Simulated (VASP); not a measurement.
# BaTe (F-43m) in VASP: notebook, part 3 of 3

VASP 6.6.1. Earlier steps stand in the parts before.

## (5) Relaxation of cell and atoms, PBE

This run uses another cell than the first one, of 61.65 Å³/atom.

Input file INCAR:

```
SYSTEM = BaTe
ALGO = Normal
EDIFF = 1E-6
EDIFFG = -0.005
ENCUT = 600
GGA = PE
IBRION = 2
ISIF = 3
ISMEAR = -1
LASPH = .True.
LCHARG = .False.
LREAL = .False.
LWAVE = .False.
NELM = 80
NSW = 80
PREC = Accurate
SIGMA = 0.02
```

Input file KPOINTS:

```
k-points
0
Gamma
  6 6 6
  0 0 0
```

Input file POSCAR:

```
BaTe
1.0
    0.0000000000      3.9503460118      3.9503460118
    3.9503460118      0.0000000000      3.9503460118
    3.9503460118      3.9503460118      0.0000000000
Ba Te
1 1
Direct
    0.0000000000      0.0000000000      0.0000000000
    0.2500000000      0.2500000000      0.2500000000
```

Potentials or basis: VASP PAW PBE potentials, release 64 (Ba_sv, Te).

Started as:

```console
$ cat potpaw_PBE.64/Ba_sv/POTCAR potpaw_PBE.64/Te/POTCAR > POTCAR
$ mpirun -np 1 vasp_std > vasp.out
```

OUTCAR:

```text
SYSTEM = BaTe
   EDIFF = 1E-6
   EDIFFG = -0.005
   ENCUT = 600
   GGA = PE
   IBRION = 2
   ISIF = 3
   ISMEAR = -1
   LASPH = .True.
   LREAL = .False.
   NELM = 80
   NSW = 80
   PREC = Accurate

 ion  position               nearest neighbor table
   1  0.000  0.000  0.000-   2 3.42   2 3.42   2 3.42   2 3.42
   2  0.250  0.250  0.250-   1 3.42   1 3.42   1 3.42   1 3.42

  LATTYP: Found a face centered cubic cell.
 ALAT       =     7.9006920236

  Lattice vectors:

 A1 = (   0.0000000000,   3.9503460118,   3.9503460118)
 A2 = (   3.9503460118,   0.0000000000,   3.9503460118)
 A3 = (   3.9503460118,   3.9503460118,   0.0000000000)

Analysis of symmetry for initial positions (statically):
=====================================================================
 Subroutine PRICEL returns:
 Original cell was already a primitive cell.

 Routine SETGRP: Setting up the symmetry group for a
 face centered cubic supercell.

 Subroutine GETGRP returns: Found 24 space group operations
 (whereof 24 operations were pure point group operations)
 out of a pool of 48 trial point group operations.

The static configuration has the point symmetry T_d .

Analysis of symmetry for dynamics (positions and initial velocities):
=====================================================================
 Subroutine PRICEL returns:
 Original cell was already a primitive cell.

 Routine SETGRP: Setting up the symmetry group for a
 face centered cubic supercell.

 Subroutine GETGRP returns: Found 24 space group operations
 (whereof 24 operations were pure point group operations)
 out of a pool of 48 trial point group operations.

The dynamic configuration has the point symmetry T_d .

 Subroutine INISYM returns: Found 24 space group operations
 (whereof 24 operations are pure point group operations),
 and found     1 'primitive' translations

[... 164 lines left out ...]
  free  energy   TOTEN  =        -8.0902932736 eV

  energy  without entropy=       -8.0902932736  energy(sigma->0) =       -8.09029327

--------------------------------------- Ionic step        2  -------------------------------------------

 number of electron      16.0000000 magnetization

 Free energy of the ion-electron system (eV)
  ---------------------------------------------------
  ext. energy  EPLUGINS =         0.00000000
  ---------------------------------------------------
  free energy    TOTEN  =        -8.09217100 eV

  energy without entropy =       -8.09217100  energy(sigma->0) =       -8.09217100

 E-fermi :   0.4221     XC(G=0):  -6.6483

 val. band max:       -0.0187743849   @ k =  -0.3333   0.5000   0.1667
 cond. band min:       2.5441443155   @ k =   0.0000   0.0000   0.0000
 fundamental gap:      2.5629187005
 Fermi energy:         0.4220625840

 k-point     1 :       0.0000    0.0000    0.0000
  band No.  band energies     occupation
      1     -26.9466      2.00000
      2     -12.1321      2.00000
      3     -12.1321      2.00000
      4     -12.1321      2.00000
      5      -8.7305      2.00000
      6      -0.4398      2.00000
      7      -0.4398      2.00000
      8      -0.4398      2.00000
      9       2.5441      0.00000
     10       4.0935      0.00000
     11       4.0935      0.00000
     12       6.0231      0.00000
[... 211 lines left out ...]
 k-point    16 :      -0.3333    0.5000    0.1667
  band No.  band energies     occupation
      1     -26.9425      2.00000
      2     -12.3011      2.00000
      3     -12.1738      2.00000
      4     -12.1646      2.00000
      5      -8.3914      2.00000
      6      -0.7622      2.00000
      7      -0.2862      2.00000
      8      -0.0188      2.00000
      9       2.9025      0.00000
     10       3.7620      0.00000
     11       4.6881      0.00000
     12       5.0168      0.00000

------------------------ aborting loop because EDIFF is reached ----------------------------------------

  FORCE on cell =-STRESS in cart. coord.  units (eV):
  Direction    XX          YY          ZZ          XY          YZ          ZX
  --------------------------------------------------------------------------------------
  -------------------------------------------------------------------------------------
  Total       -0.0013085     -0.0013085     -0.0013085      0.0000000      0.0000000      0.0000000
  in kB       -0.0172848     -0.0172848     -0.0172848      0.0000000      0.0000000      0.0000000
  external PRESSURE =      -0.0172848 kB  Pullay stress =       0.0000000 kB

 VOLUME and BASIS-vectors are now :
 -----------------------------------------------------------------------------
  energy-cutoff  :      600.00
  volume of cell :      121.29
      direct lattice vectors                 reciprocal lattice vectors
    -0.000000000  3.928800787  3.928800787    -0.127265297  0.127265297  0.127265297
     3.928800787 -0.000000000  3.928800787     0.127265297 -0.127265297  0.127265297
     3.928800787  3.928800787  0.000000000     0.127265297  0.127265297 -0.127265297

 POSITION                                       TOTAL-FORCE (eV/Angst)
 -----------------------------------------------------------------------------------
      7.85760      3.92880      3.92880        -0.000000     -0.000000     -0.000000
      1.96440      1.96440      1.96440         0.000000      0.000000      0.000000
 -----------------------------------------------------------------------------------
    total drift:                                0.000000      0.000000      0.000000

  FREE ENERGIE OF THE ION-ELECTRON SYSTEM (eV)
  ---------------------------------------------------
  free  energy   TOTEN  =        -8.0921709986 eV

  energy  without entropy=       -8.0921709986  energy(sigma->0) =       -8.09217100

 reached required accuracy - stopping structural energy minimisation
```

OSZICAR:

```text
N       E                     dE             d eps       ncg     rms          rms(c)
DAV:   1     0.110818861559E+03    0.11082E+03   -0.64259E+03   384   0.120E+03
DAV:   2     0.167281667624E+01   -0.10915E+03   -0.10308E+03   500   0.180E+02
DAV:   3    -0.814898770261E+01   -0.98218E+01   -0.97060E+01   504   0.655E+01
[... 17 lines left out ...]
DAV:   5    -0.809215974810E+01   -0.12603E-03   -0.20514E-04   560   0.971E-02    0.204E-02
DAV:   6    -0.809216581268E+01   -0.60646E-05   -0.10400E-05   520   0.261E-02    0.110E-02
DAV:   7    -0.809216965668E+01   -0.38440E-05   -0.59349E-06   444   0.237E-02    0.385E-03
DAV:   8    -0.809217113946E+01   -0.14828E-05   -0.58450E-07   352   0.775E-03    0.115E-03
DAV:   9    -0.809217099863E+01    0.14083E-06   -0.34553E-07   316   0.463E-03
   2 F= -.80921710E+01 E0= -.80921710E+01  d E =-.187773E-02
```

It took 30 s on 1 thread of Intel Xeon 6975P-C (Granite Rapids), shared host; peak memory 0.34 GiB.

Results:

| Item | Value |
| --- | --- |
| Free energy | -8.0922 eV |
| Relaxed volume | 60.64 Å³/atom |
| Relaxed cell | a = 5.556 Å, b = 5.556 Å, c = 5.556 Å, α = 60.00°, β = 60.00°, γ = 60.00° |
| Space group after relaxing (to 0.1 Å) | F-43m (No. 216) |
| Energy gained by relaxing | 0.9 meV/atom |
| Ionic steps | 2 |
| Pressure after relaxing | 0.0 GPa |
| Band gap on the k mesh | 2.56 eV (least direct gap 2.92 eV) |

The path:
```
step  energy change (eV)  largest force (eV/Å)  pressure (GPa)  volume (Å³)
   1              0.0000                0.0000           -0.29       123.29
   2             -0.0019                0.0000            0.00       121.29
```

Final structure:
```xyz
2
Lattice="0.0000 3.9288 3.9288 3.9288 0.0000 3.9288 3.9288 3.9288 0.0000" Properties=species:S:1:pos:R:3 pbc="T T T"
Ba    7.8576    3.9288    3.9288
Te    1.9644    1.9644    1.9644
```

Levels at points of the mesh, in eV from the valence-band top:
```tsv
k point	band 5	band 6	band 7	band 8	band 9	band 10	band 11	band 12
(0.00, 0.00, 0.00)	-8.71	-0.42	-0.42	-0.42	2.56	4.11	4.11	6.04
(0.50, 0.00, 0.00)	-8.46	-0.68	-0.24	-0.24	3.98	4.31	4.31	4.51
(0.50, 0.50, 0.00)	-8.37	-0.95	0.00	0.00	2.93	3.89	4.95	4.95
```

Caveat: spin-orbit coupling is left out, which moves the levels of the heavy elements. A k mesh can miss the band edges.

## (6) The runs side by side

| task | level | potentials or basis | cell | cutoff (eV) | smearing | gap on the mesh (eV) | pressure (GPa) | relaxed volume (Å³/atom) |
| --- | --- | --- | --- | --- | --- | --- | --- | --- |
| single point | r2SCAN | VASP PAW PBE potentials, release 64 (Ba_sv, Te) | a = 5.535 Å, angles 60.0°, 2 atoms | 520 | gaussian 0.01 eV | 2.95 | 0.2 | - |
| relaxation of cell and atoms | PBEsol | VASP PAW PBE potentials, release 64 (Ba_sv, Te) | relaxed from a = 5.535 Å, angles 60.0°, 2 atoms | 600 | fermi-dirac 0.02 eV | 2.50 | 0.0 | 57.92 |
| relaxation of cell and atoms | LDA | VASP PAW LDA potentials, release 64 (Ba_sv, Te) | relaxed from a = 5.535 Å, angles 60.0°, 2 atoms | 600 | fermi-dirac 0.02 eV | 2.40 | 0.0 | 56.02 |
| relaxation of cell and atoms | PBE | VASP PAW PBE potentials, release 64 (Ba_sv, Te) | relaxed from a = 5.587 Å, angles 60.0°, 2 atoms | 600 | fermi-dirac 0.02 eV | 2.56 | 0.0 | 60.64 |

Alike in all rows: no spin polarisation; k mesh 6 × 6 × 6.

Caveats: spin-orbit coupling is left out, which moves the levels of the heavy elements; the PAW data sets were made with another functional, which shifts forces and pressure a little (at least some runs).

Absolute energies hang on the potentials; compare differences alone.
